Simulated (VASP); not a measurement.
# GaN (F-43m) in VASP: single point with LDA

Aim: the single point of GaN with LDA.

All numbers are computed with VASP 6.6.1; they aren't measurements. Logs are shortened: lines on timing, memory, paths and dates and some standing lists are left out, and cuts for length are marked.

## (1) The cell of the first run

Symmetry: F-43m, No. 216, cubic system. Conventional cell: a = 4.455 Å, b = 4.455 Å, c = 4.455 Å, α = 90.00°, β = 90.00°, γ = 90.00°. Within 2.6 Å of Ga (site symmetry -43m) lie 4 N at 1.93 Å. N (site symmetry -43m) has 4 Ga at 1.93 Å within 2.6 Å.

## (2) Single point, LDA

File INCAR:

```
PREC     = Accurate       # precision mode
ENCUT    = 1330           # plane-wave cutoff, eV
EDIFF    = 1E-6           # SCF threshold, eV
ISMEAR   = 0              # smearing method
SIGMA    = 0.02           # smearing width, eV
LREAL    = F              # projectors in reciprocal space
LASPH    = T              # aspherical terms in the spheres
NELM     = 120            # most SCF steps
ALGO     = Normal         # electronic algorithm
ISIF     = 2              # what is computed and relaxed
LWAVE    = F              # write WAVECAR
LCHARG   = T              # write CHGCAR
GGA      = CA             # functional
LELF     = T              # ELF
LVHAR    = T            
NBANDS   = 16             # bands
GGA_COMPAT= F
```

File KPOINTS:

```
regular mesh
0
Gamma
  10 10 10
```

File POSCAR:

```
GaN
1.0
    0.0000000000      2.2276025210      2.2276025210
    2.2276025210      0.0000000000      2.2276025210
    2.2276025210      2.2276025210      0.0000000000
Ga N
1 1
Direct
    0.0000000000      0.0000000000      0.0000000000
    0.2500000000      0.2500000000      0.2500000000
```

Potentials or basis: VASP PAW LDA potentials, release 64 (Ga_d, N_h).

Started as:

```
cat potpaw_LDA.64/Ga_d/POTCAR potpaw_LDA.64/N_h/POTCAR > POTCAR
mpirun -np 1 vasp_std > vasp.out
```

OUTCAR:

```text
PREC = Accurate
   ENCUT = 1330
   EDIFF = 1E-6
   ISMEAR = 0
   LREAL = F
   LASPH = T
   NELM = 120
   ISIF = 2
   GGA = CA

 ion  position               nearest neighbor table
   1  0.000  0.000  0.000-   2 1.93   2 1.93   2 1.93   2 1.93
   2  0.250  0.250  0.250-   1 1.93   1 1.93   1 1.93   1 1.93

  LATTYP: Found a face centered cubic cell.
 ALAT       =     4.4552050420

  Lattice vectors:

 A1 = (   0.0000000000,   2.2276025210,   2.2276025210)
 A2 = (   2.2276025210,   0.0000000000,   2.2276025210)
 A3 = (   2.2276025210,   2.2276025210,   0.0000000000)

Analysis of symmetry for initial positions (statically):
=====================================================================
 Subroutine PRICEL returns:
 Original cell was already a primitive cell.

 Routine SETGRP: Setting up the symmetry group for a
 face centered cubic supercell.

 Subroutine GETGRP returns: Found 24 space group operations
 (whereof 24 operations were pure point group operations)
 out of a pool of 48 trial point group operations.

The static configuration has the point symmetry T_d .

Analysis of symmetry for dynamics (positions and initial velocities):
=====================================================================
 Subroutine PRICEL returns:
 Original cell was already a primitive cell.

 Routine SETGRP: Setting up the symmetry group for a
 face centered cubic supercell.

 Subroutine GETGRP returns: Found 24 space group operations
 (whereof 24 operations were pure point group operations)
 out of a pool of 48 trial point group operations.

The dynamic configuration has the point symmetry T_d .

 Subroutine INISYM returns: Found 24 space group operations
 (whereof 24 operations are pure point group operations),
 and found     1 'primitive' translations

----------------------------------------------------------------------------------------

                                     Primitive cell

  volume of cell :      22.1077

  direct lattice vectors                    reciprocal lattice vectors
     0.000000000  2.227602521  2.227602521    -0.224456560  0.224456560  0.224456560
     2.227602521  0.000000000  2.227602521     0.224456560 -0.224456560  0.224456560
     2.227602521  2.227602521  0.000000000     0.224456560  0.224456560 -0.224456560

  length of vectors
     3.150305697  3.150305697  3.150305697     0.388770167  0.388770167  0.388770167

  position of ions in fractional coordinates (direct lattice)
     0.000000000  0.000000000  0.000000000
     0.250000000  0.250000000  0.250000000

  ion indices of the primitive-cell ions
   primitive index   ion index
                 1           1
                 2           2

----------------------------------------------------------------------------------------

 KPOINTS: regular mesh

Automatic generation of k-mesh.
 Grid dimensions read from file:
 generate k-points for:   10   10   10

 Generating k-lattice:

  Cartesian coordinates                     Fractional coordinates (reciprocal lattice)
    -0.022445656  0.022445656  0.022445656     0.100000000  0.000000000  0.000000000
     0.022445656 -0.022445656  0.022445656     0.000000000  0.100000000  0.000000000
     0.022445656  0.022445656 -0.022445656     0.000000000  0.000000000  0.100000000

  Length of vectors
     0.038877017  0.038877017  0.038877017

  Shift w.r.t. Gamma in fractional coordinates (k-lattice)
     0.000000000  0.000000000  0.000000000

 Subroutine IBZKPT returns following result:
 ===========================================

 Found     47 irreducible k-points:

 Following reciprocal coordinates:
            Coordinates               Weight
  0.000000  0.000000  0.000000      1.000000
  0.100000  0.000000  0.000000      8.000000
  0.200000  0.000000  0.000000      8.000000
  0.300000  0.000000  0.000000      8.000000
  0.400000  0.000000  0.000000      8.000000
  0.500000  0.000000  0.000000      4.000000
[... 16 lines left out ...]
  0.300000  0.300000  0.000000      6.000000
  0.400000  0.300000  0.000000     24.000000
 [... further k-points ...]
   k-points           NKPTS =     47   k-points in BZ     NKDIM =     47   number of bands    NBANDS=     16
   number of dos      NEDOS =    301   number of ions     NIONS =      2
   total plane-waves  NPLWV =  64000
   dimension x,y,z NGX =    40 NGY =   40 NGZ =   40
   dimension x,y,z NGXF=    80 NGYF=   80 NGZF=   80
   ions per type =               1   1
   NGX,Y,Z   is equivalent  to a cutoff of  21.11, 21.11, 21.11 a.u.
   NGXF,Y,Z  is equivalent  to a cutoff of  42.22, 42.22, 42.22 a.u.
 SYSTEM =  unknown system
   PREC   = accura    normal or accurate (medium, high low for compatibility)
   ISTART =      0    job   : 0-new  1-cont  2-samecut
   ICHARG =      2    charge: 1-file 2-atom 10-const
   ISPIN  =      1    spin polarized calculation?
   LNONCOLLINEAR =      F non collinear calculations
   LSORBIT =      F    spin-orbit coupling
   LASPH  =      T    aspherical Exc in radial PAW
   ENCUT  = 1330.0 eV  97.75 Ry    9.89 a.u.   9.37  9.37  9.37*2*pi/ulx,y,z
   NELM   =    120;   NELMIN=  2; NELMDL= -5     # of ELM steps
   EDIFF  = 0.1E-05   stopping-criterion for ELM
   LREAL  =      F    real-space projection
   EDIFFG = 0.1E-04   stopping-criterion for IOM
   NSW    =      0    number of steps for IOM
   IBRION =     -1    ionic relax: 0-MD 1-quasi-New 2-CG
   NFREE  =      0    steps in history (QN), initial steepest desc. (CG)
   ISIF   =      2    stress and relaxation
   ISYM   =      2    0-nonsym 1-usesym 2-fastsym
   POTIM  = 0.5000    time-step for ionic-motion
   TEBEG  =    0.0;   TEEND  =   0.0 temperature during run
   PSTRESS=    0.0 pullay stress
   NELECT =      18.0000    total number of electrons
   NUPDOWN=      -1.0000    fix difference up-down
   EMIN   =  10.00;   EMAX   =-10.00  energy-range for DOS
   EFERMI =   0.00;   METHOD = LEGACY
   ISMEAR =     0;   SIGMA  =   0.02  broadening in eV -4-tet -1-fermi 0-gaus
   EFERMI_NEDOS =   21; number of points for ismear=-14 and -15
   IALGO  =     38    algorithm
   IMIX   =      4    mixing-type and parameters
     AMIX     =   0.40;   BMIX     =  1.00
     AMIX_MAG =   1.60;   BMIX_MAG =  1.00
  volume/ion in A,a.u.               =      11.05        74.59
  Fermi-wavevector in a.u.,A,eV,Ry     =   1.528685  2.888796 31.795148  2.336877
  Thomas-Fermi vector in A             =   2.636410
   LORBIT       =      0    0 simple, 1 ext, 2 COOP (PROOUT), +10 PAW based schemes
   GGA     = CA    functional components
   LHFCALC =     F    Hartree Fock is set to
   AEXX    =    0.0000 exact exchange contribution
   IVDW    =     0    specifies the selected vdW correction
   LEPSILON=     F    determine dielectric tensor
   LRPA    =     F    only Hartree local field effects (RPA)
 non-spin polarized calculation
 Gauss-broadening in eV      SIGMA  =   0.02
  energy-cutoff  :     1330.00
  volume of cell :       22.11
 maximum number of plane-waves:      2454
 NGX is ok and might be reduce to    40
   NGX = 19   NGY = 19   NGZ = 19

 number of electron      18.0000001 magnetization

 Free energy of the ion-electron system (eV)
  ---------------------------------------------------
  ext. energy  EPLUGINS =         0.00000000
  ---------------------------------------------------
  free energy    TOTEN  =       -13.94714376 eV

  energy without entropy =      -13.94714376  energy(sigma->0) =      -13.94714376

 E-fermi :   5.9464     XC(G=0): -12.3197

 val. band max:        5.7396090323   @ k =   0.0000   0.0000   0.0000
 cond. band min:       7.7142907899   @ k =   0.0000   0.0000   0.0000
 fundamental gap:      1.9746817576
 Fermi energy:         5.9463919594

 k-point     1 :       0.0000    0.0000    0.0000
  band No.  band energies     occupation
      1     -10.3680      2.00000
      2      -7.8510      2.00000
      3      -7.8510      2.00000
      4      -7.8510      2.00000
      5      -7.4965      2.00000
      6      -7.4965      2.00000
[... 8 lines left out ...]
     15      24.6848      0.00000
     16      24.6848      0.00000

 k-point     2 :       0.1000    0.0000    0.0000
  band No.  band energies     occupation
      1     -10.2483      2.00000
      2      -7.8360      2.00000
      3      -7.8360      2.00000
      4      -7.8131      2.00000
      5      -7.4981      2.00000
      6      -7.4981      2.00000
[... 8 lines left out ...]
     15      23.4031      0.00000
     16      23.4031      0.00000

 k-point     3 :       0.2000    0.0000    0.0000
  band No.  band energies     occupation
      1      -9.9465      2.00000
      2      -7.8011      2.00000
      3      -7.8011      2.00000
      4      -7.6471      2.00000
      5      -7.4970      2.00000
      6      -7.4970      2.00000
[... 8 lines left out ...]
     15      22.6279      0.00000
     16      22.6279      0.00000

 k-point     4 :       0.3000    0.0000    0.0000
  band No.  band energies     occupation
      1      -9.6286      2.00000
      2      -7.7703      2.00000
      3      -7.7703      2.00000
      4      -7.4820      2.00000
      5      -7.4820      2.00000
      6      -7.2216      2.00000
[... 8 lines left out ...]
     15      23.1365      0.00000
     16      23.1365      0.00000
[... 324 lines left out ...]
 k-point    22 :      -0.2000    0.2000    0.0000
  band No.  band energies     occupation
      1      -9.5312      2.00000
      2      -7.7535      2.00000
      3      -7.7358      2.00000
      4      -7.5221      2.00000
      5      -7.5159      2.00000
      6      -7.0255      2.00000
[... 8 lines left out ...]
     15      23.2409      0.00000
     16      26.5336      0.00000

 k-point    23 :       0.3000    0.3000    0.0000
  band No.  band energies     occupation
      1      -9.4398      2.00000
      2      -7.6981      2.00000
      3      -7.6411      2.00000
      4      -7.6411      2.00000
      5      -7.4409      2.00000
      6      -7.0096      2.00000
[... 8 lines left out ...]
     15      28.0545      0.00000
     16      28.6424      0.00000

 k-point    24 :       0.4000    0.3000    0.0000
  band No.  band energies     occupation
      1      -9.3201      2.00000
      2      -7.7166      2.00000
      3      -7.6038      2.00000
      4      -7.6025      2.00000
      5      -7.4297      2.00000
      6      -6.5047      2.00000
[... 8 lines left out ...]
     15      28.4441      0.00000
     16      28.4784      0.00000

 [... further k-points ...]
[... 5 lines left out ...]
  --------------------------------------------------------------------------------------
  -------------------------------------------------------------------------------------
  Total        0.1376869      0.1376869      0.1376869      0.0000000     -0.0000000     -0.0000000
  in kB        9.9783833      9.9783833      9.9783833      0.0000000     -0.0000000     -0.0000000
  external PRESSURE =       9.9783833 kB  Pullay stress =       0.0000000 kB

 VOLUME and BASIS-vectors are now :
 -----------------------------------------------------------------------------
  energy-cutoff  :     1330.00
  volume of cell :       22.11
      direct lattice vectors                 reciprocal lattice vectors
     0.000000000  2.227602521  2.227602521    -0.224456560  0.224456560  0.224456560
     2.227602521  0.000000000  2.227602521     0.224456560 -0.224456560  0.224456560
     2.227602521  2.227602521  0.000000000     0.224456560  0.224456560 -0.224456560

 POSITION                                       TOTAL-FORCE (eV/Angst)
 -----------------------------------------------------------------------------------
      0.00000      0.00000      0.00000        -0.000000     -0.000000     -0.000000
      1.11380      1.11380      1.11380         0.000000      0.000000      0.000000
 -----------------------------------------------------------------------------------
    total drift:                               -0.000000     -0.000000     -0.000000

  FREE ENERGIE OF THE ION-ELECTRON SYSTEM (eV)
  ---------------------------------------------------
  free  energy   TOTEN  =       -13.9471437630 eV

  energy  without entropy=      -13.9471437630  energy(sigma->0) =      -13.94714376
```

Wall time 50 s (1 thread of Intel Xeon Platinum 8259CL at 2.50GHz (Skylake/Cascade Lake), shared host); peak memory 0.25 GiB.

What came out:

| Quantity | Value |
| --- | --- |
| Free energy | -13.9471 eV |
| Pressure | 1.0 GPa |
| Band gap on the k mesh | 1.97 eV |
